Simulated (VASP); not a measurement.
# K4Cl3 in VASP: single point with r2SCAN

Aim: the single point of K4Cl3 with r2SCAN.

Everything below comes from runs of VASP 6.6.1. Logs are shortened: lines on timing, memory, paths and dates and some standing lists are left out, and cuts for length are marked.

**1. The cell of the first run**

The cell holds a slab with vacuum, 7 atoms: a = 4.450 Å, b = 4.450 Å, c = 25.900 Å, α = 90.00°, β = 90.00°, γ = 120.00°.

**2. Single point, r2SCAN**

POSCAR reads:

```
K4Cl3
1.0
    4.4498085198      0.0000000000      0.0000000000
   -2.2249042599      3.8536472201      0.0000000000
    0.0000000000      0.0000000000     25.8997603265
K Cl
4 3
Direct
    0.6666666667      0.3333333333      0.2869202255
    0.3333333333      0.6666666667      0.4296961562
    0.0000000000      0.0000000000      0.5703041254
    0.6666666667      0.3333333333      0.7130796157
    0.0000000000      0.0000000000      0.3588894957
    0.6666666667      0.3333333333      0.5000001428
    0.3333333333      0.6666666667      0.6411102387
```

INCAR.step1 reads:

```
SYSTEM = K4Cl3
PREC = Accurate ; ENCUT = 520
ISMEAR = 0 ; SIGMA = 0.05
LREAL = .FALSE. ; LASPH = .TRUE.
NELM = 60 ; LDIPOL = .TRUE.
IDIPOL = 3 ; DIPOL = 0.5 0.5 0.500
NBANDS = 38 ; GGA = PE
ALGO = Normal ; EDIFF = 1E-4
LWAVE = .TRUE. ; LCHARG = .FALSE.
```

INCAR.step2 reads:

```
SYSTEM = K4Cl3
PREC = Accurate ; ENCUT = 520
EDIFF = 1E-6 ; ISMEAR = 0
SIGMA = 0.05 ; LREAL = .FALSE.
LASPH = .TRUE. ; NELM = 60
ALGO = Normal ; ISIF = 2
LWAVE = .FALSE. ; LCHARG = .FALSE.
LDIPOL = .TRUE. ; IDIPOL = 3
DIPOL = 0.5 0.5 0.500 ; METAGGA = R2SCAN
LMIXTAU = .TRUE. ; NBANDS = 38
ISTART = 1
```

KPOINTS reads:

```
Automatic mesh
0
G
  6 6 1
  0 0 0
```

Potentials or basis: VASP PAW PBE potentials, release 64 (K_sv, Cl).

The run is started by

```
$ cat potpaw_PBE.64/K_sv/POTCAR potpaw_PBE.64/Cl/POTCAR > POTCAR
$ cp INCAR.step1 INCAR
$ mpirun -np 1 vasp_std > vasp.out
$ cp INCAR.step2 INCAR
$ mpirun -np 1 vasp_std > vasp.out
```

OUTCAR:

```text
SYSTEM = K4Cl3
   PREC = Accurate
   ENCUT = 520
   EDIFF = 1E-6
   ISMEAR = 0
   LREAL = .FALSE.
   LASPH = .TRUE.
   NELM = 60
   ISIF = 2
   METAGGA = R2SCAN
   ISTART = 1

 ion  position               nearest neighbor table
   1  0.667  0.333  0.287-   5 3.17   5 3.17   5 3.17
   2  0.333  0.667  0.430-   6 3.15   6 3.15   6 3.15   5 3.16   5 3.16   5 3.16
   3  0.000  0.000  0.570-   6 3.15   6 3.15   6 3.15   7 3.16   7 3.16   7 3.16
   4  0.667  0.333  0.713-   7 3.17   7 3.17   7 3.17
   5  0.000  0.000  0.359-   2 3.16   2 3.16   2 3.16   1 3.17   1 3.17   1 3.17
   6  0.667  0.333  0.500-   3 3.15   3 3.15   3 3.15   2 3.15   2 3.15   2 3.15
   7  0.333  0.667  0.641-   3 3.16   3 3.16   3 3.16   4 3.17   4 3.17   4 3.17

  LATTYP: Found a hexagonal cell.
 ALAT       =     4.4498085198
 C/A-ratio  =     5.8204213083

  Lattice vectors:

 A1 = (   4.4498085198,   0.0000000000,   0.0000000000)
 A2 = (  -2.2249042599,   3.8536472201,   0.0000000000)
 A3 = (   0.0000000000,   0.0000000000,  25.8997603265)

Analysis of symmetry for initial positions (statically):
=====================================================================
 Subroutine PRICEL returns:
 Original cell was already a primitive cell.

 Routine SETGRP: Setting up the symmetry group for a
 hexagonal supercell.

 Subroutine GETGRP returns: Found 12 space group operations
 (whereof  6 operations were pure point group operations)
 out of a pool of 24 trial point group operations.

The static configuration has the point symmetry C_3v.
 The point group associated with its full space group is D_3d.

Analysis of symmetry for dynamics (positions and initial velocities):
=====================================================================
 Subroutine PRICEL returns:
 Original cell was already a primitive cell.

 Routine SETGRP: Setting up the symmetry group for a
 hexagonal supercell.

 Subroutine GETGRP returns: Found 12 space group operations
 (whereof  6 operations were pure point group operations)
 out of a pool of 24 trial point group operations.

The dynamic configuration has the point symmetry C_3v.
 The point group associated with its full space group is D_3d.

 Subroutine INISYM returns: Found 12 space group operations
 (whereof  6 operations are pure point group operations),
 and found     1 'primitive' translations

----------------------------------------------------------------------------------------

                                     Primitive cell

  volume of cell :     444.1289

  direct lattice vectors                    reciprocal lattice vectors
     4.449808520  0.000000000  0.000000000     0.224728771  0.129747216  0.000000000
    -2.224904260  3.853647220  0.000000000     0.000000000  0.259494433  0.000000000
     0.000000000  0.000000000 25.899760327     0.000000000  0.000000000  0.038610396

  length of vectors
     4.449808520  4.449808520 25.899760327     0.259494433  0.259494433  0.038610396

  position of ions in fractional coordinates (direct lattice)
     0.666666667  0.333333333  0.286920225
     0.333333333  0.666666667  0.429696156
     0.000000000  0.000000000  0.570304125
     0.666666667  0.333333333  0.713079616
     0.000000000  0.000000000  0.358889496
     0.666666667  0.333333333  0.500000143
     0.333333333  0.666666667  0.641110239

  ion indices of the primitive-cell ions
   primitive index   ion index
                 1           1
                 2           2
                 3           3
                 4           4
                 5           5
                 6           6
                 7           7

----------------------------------------------------------------------------------------

 KPOINTS: Automatic mesh

Automatic generation of k-mesh.
 Grid dimensions read from file:
 generate k-points for:    6    6    1

 Generating k-lattice:

  Cartesian coordinates                     Fractional coordinates (reciprocal lattice)
     0.037454795  0.021624536  0.000000000     0.166666667  0.000000000  0.000000000
     0.000000000  0.043249072  0.000000000     0.000000000  0.166666667  0.000000000
     0.000000000  0.000000000  0.038610396     0.000000000  0.000000000  1.000000000

  Length of vectors
     0.043249072  0.043249072  0.038610396

  Shift w.r.t. Gamma in fractional coordinates (k-lattice)
     0.000000000  0.000000000  0.000000000

 Subroutine IBZKPT returns following result:
 ===========================================

 Found      7 irreducible k-points:

 Following reciprocal coordinates:
            Coordinates               Weight
  0.000000  0.000000  0.000000      1.000000
  0.166667  0.000000  0.000000      6.000000
  0.333333  0.000000  0.000000      6.000000
  0.500000  0.000000  0.000000      3.000000
  0.166667  0.166667  0.000000      6.000000
  0.333333  0.166667  0.000000     12.000000
  0.333333  0.333333  0.000000      2.000000
   k-points           NKPTS =      7   k-points in BZ     NKDIM =      7   number of bands    NBANDS=     38
   number of dos      NEDOS =    301   number of ions     NIONS =      7
   total plane-waves  NPLWV = 254016
   dimension x,y,z NGX =    36 NGY =   36 NGZ =  196
   dimension x,y,z NGXF=    72 NGYF=   72 NGZF=  392
   ions per type =               4   3
   NGX,Y,Z   is equivalent  to a cutoff of  13.45, 13.45, 12.58 a.u.
   NGXF,Y,Z  is equivalent  to a cutoff of  26.90, 26.90, 25.16 a.u.
 SYSTEM =  K4Cl3
   PREC   = accura    normal or accurate (medium, high low for compatibility)
   ISTART =      1    job   : 0-new  1-cont  2-samecut
   ICHARG =      0    charge: 1-file 2-atom 10-const
   ISPIN  =      1    spin polarized calculation?
   LNONCOLLINEAR =      F non collinear calculations
   LSORBIT =      F    spin-orbit coupling
   LASPH  =      T    aspherical Exc in radial PAW
   ENCUT  =  520.0 eV  38.22 Ry    6.18 a.u.   8.27  8.27 48.16*2*pi/ulx,y,z
   NELM   =     60;   NELMIN=  2; NELMDL=  0     # of ELM steps
   EDIFF  = 0.1E-05   stopping-criterion for ELM
   LREAL  =      F    real-space projection
   EDIFFG = 0.1E-04   stopping-criterion for IOM
   NSW    =      0    number of steps for IOM
   IBRION =     -1    ionic relax: 0-MD 1-quasi-New 2-CG
   NFREE  =      0    steps in history (QN), initial steepest desc. (CG)
   ISIF   =      2    stress and relaxation
   ISYM   =      2    0-nonsym 1-usesym 2-fastsym
   POTIM  = 0.5000    time-step for ionic-motion
   TEBEG  =    0.0;   TEEND  =   0.0 temperature during run
   PSTRESS=    0.0 pullay stress
   NELECT =      57.0000    total number of electrons
   NUPDOWN=      -1.0000    fix difference up-down
   EMIN   =  10.00;   EMAX   =-10.00  energy-range for DOS
   EFERMI =   0.00;   METHOD = LEGACY
   ISMEAR =     0;   SIGMA  =   0.05  broadening in eV -4-tet -1-fermi 0-gaus
   EFERMI_NEDOS =   21; number of points for ismear=-14 and -15
   IALGO  =     38    algorithm
   IMIX   =      4    mixing-type and parameters
     AMIX     =   0.40;   BMIX     =  1.00
     AMIX_MAG =   1.60;   BMIX_MAG =  1.00
  volume/ion in A,a.u.               =      63.45       428.16
  Fermi-wavevector in a.u.,A,eV,Ry     =   0.825778  1.560495  9.277945  0.681910
  Thomas-Fermi vector in A             =   1.937696
   LORBIT       =      0    0 simple, 1 ext, 2 COOP (PROOUT), +10 PAW based schemes
   METAGGA = R2SCAN    functional components
   LHFCALC =     F    Hartree Fock is set to
   AEXX    =    0.0000 exact exchange contribution
   IVDW    =     0    specifies the selected vdW correction
   LEPSILON=     F    determine dielectric tensor
   LRPA    =     F    only Hartree local field effects (RPA)
 non-spin polarized calculation
 Gauss-broadening in eV      SIGMA  =   0.05
  energy-cutoff  :      520.00
  volume of cell :      444.13
 maximum number of plane-waves:     11995
 NGX is ok and might be reduce to    36
   NGX = 17   NGY = 17   NGZ = 97

 number of electron      57.0000003 magnetization

 dipolmoment           0.000000      0.000000      0.000002 electrons x Angstroem

 Free energy of the ion-electron system (eV)
  ---------------------------------------------------
  ext. energy  EPLUGINS =         0.00000000
  ---------------------------------------------------
  free energy    TOTEN  =       -54.85602597 eV

  energy without entropy =      -54.84745739  energy(sigma->0) =      -54.85174168

 E-fermi :   0.3335     XC(G=0):  -4.8091

 val. band max:       -0.2328773683   @ k =   0.1667   0.0000   0.0000
 cond. band min:       0.3480549631   @ k =   0.1667   0.1667   0.0000
 fundamental gap:      0.5809323313
 Fermi energy:         0.3334953393

 k-point     1 :       0.0000    0.0000    0.0000
  band No.  band energies     occupation
      1     -33.8308      2.00000
      2     -33.8306      2.00000
      3     -33.3321      2.00000
      4     -33.3270      2.00000
      5     -17.8999      2.00000
      6     -17.8714      2.00000
[... 30 lines left out ...]
     37       3.7857      0.00000
     38       3.8277      0.00000

 k-point     2 :       0.1667    0.0000    0.0000
  band No.  band energies     occupation
      1     -33.8294      2.00000
      2     -33.8292      2.00000
      3     -33.3301      2.00000
      4     -33.3257      2.00000
      5     -17.8673      2.00000
      6     -17.8591      2.00000
[... 30 lines left out ...]
     37       3.5383      0.00000
     38       3.7390      0.00000
[... 162 lines left out ...]
     37       3.9005      0.00000
     38       4.1341      0.00000

 k-point     7 :       0.3333    0.3333    0.0000
  band No.  band energies     occupation
      1     -33.8243      2.00000
      2     -33.8242      2.00000
      3     -33.3224      2.00000
      4     -33.3219      2.00000
      5     -17.8146      2.00000
      6     -17.8141      2.00000
[... 30 lines left out ...]
     37       3.7386      0.00000
     38       4.0087      0.00000

------------------------ aborting loop because EDIFF is reached ----------------------------------------

 vacuum level on the upper side and lower side of the slab       (xc-potential included)        -0.189        -0.199

  FORCE on cell =-STRESS in cart. coord.  units (eV):
  Direction    XX          YY          ZZ          XY          YZ          ZX
  --------------------------------------------------------------------------------------
  -------------------------------------------------------------------------------------
  Total        0.0579479      0.0579479     -0.0529506      0.0000000      0.0000000      0.0000000
  in kB        0.2090447      0.2090447     -0.1910171      0.0000000      0.0000000      0.0000000
  external PRESSURE =       0.0756908 kB  Pullay stress =       0.0000000 kB

 VOLUME and BASIS-vectors are now :
 -----------------------------------------------------------------------------
  energy-cutoff  :      520.00
  volume of cell :      444.13
      direct lattice vectors                 reciprocal lattice vectors
     4.449808520  0.000000000  0.000000000     0.224728771  0.129747216  0.000000000
    -2.224904260  3.853647220  0.000000000     0.000000000  0.259494433  0.000000000
     0.000000000  0.000000000 25.899760327     0.000000000  0.000000000  0.038610396

 POSITION                                       TOTAL-FORCE (eV/Angst)
 -----------------------------------------------------------------------------------
      2.22490      1.28455      7.43117         0.000000      0.000000     -0.006402
     -0.00000      2.56910     11.12903         0.000000     -0.000000      0.003351
      0.00000      0.00000     14.77074         0.000000      0.000000     -0.003351
      2.22490      1.28455     18.46859        -0.000000      0.000000      0.006402
      0.00000      0.00000      9.29515        -0.000000      0.000000      0.003361
      2.22490      1.28455     12.94988        -0.000000      0.000000     -0.000000
     -0.00000      2.56910     16.60460         0.000000     -0.000000     -0.003361
 -----------------------------------------------------------------------------------
    total drift:                               -0.000000      0.000000      0.000714

  FREE ENERGIE OF THE ION-ELECTRON SYSTEM (eV)
  ---------------------------------------------------
  free  energy   TOTEN  =       -54.8560259705 eV

  energy  without entropy=      -54.8474573878  energy(sigma->0) =      -54.85174168

 vacuum level on the upper side and lower side of the slab         2.922         2.922
```

It took 7.5 min on 1 thread of Intel Xeon 6975P-C (Granite Rapids), shared host; peak memory 0.64 GiB.

What came out:

```yaml
Free_energy: -54.8560 eV
Largest_force: 0.006 eV/Å
```

Forces in eV/Å, atoms in the order of the input:
```
K    0.000  0.000 -0.006
K    0.000  0.000  0.003
K    0.000  0.000 -0.003
K    0.000  0.000  0.006
Cl   0.000  0.000  0.003
Cl   0.000  0.000  0.000
Cl   0.000  0.000 -0.003
```

Caveat: the PAW data sets were made with another functional, which shifts forces and pressure a little; an odd number of electrons without spin polarisation forces a metal; a magnetic or distorted state may lie lower.
